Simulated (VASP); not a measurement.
Runs of VASP 6.6.1 on Ba3Rh. The structure is that of space group Pm-3m (No. 221), or close to it. The cells are those of the table. 

```csv
task,cell,k mesh,cutoff (eV),gap on the mesh (eV),pressure (GPa),relaxed volume (Å³/atom)
single point,"a = 5.279 Å, 4 atoms",10 × 10 × 10,520,none,0.6,-
relaxation of cell and atoms,"relaxed from a = 5.281 Å, 4 atoms",10 × 10 × 10,600,none,0.0,(a)
relaxation of cell and atoms,"relaxed from a = 4.973 Å, 4 atoms",4 × 4 × 4,600,none,0.0,38.42
single point,"a = 4.973 Å, 4 atoms",4 × 4 × 4,520,none,6.4,-
single point,"a = 5.281 Å, 4 atoms",4 × 4 × 4,520,none,(b),-
```

Alike in all rows: level PBE; potentials or basis VASP PAW PBE potentials, release 64 (Ba_sv, Rh_pv); no spin polarisation; smearing gaussian 0.1 eV.

Question: Fill in the values left out.

Answer: (a) 37.98; (b) 0.9.

Caveats: spin-orbit coupling is left out, which moves the levels of the heavy elements; the volume moved by over 15 % at a fixed basis, so the end points are rough (at least some runs); the cell stands under pressure (at least some runs).

A k mesh can miss the band edges, and the runs leave out spin-orbit coupling on Ba, Rh.

A gap of «none» marks levels without a gap at the run's occupations.
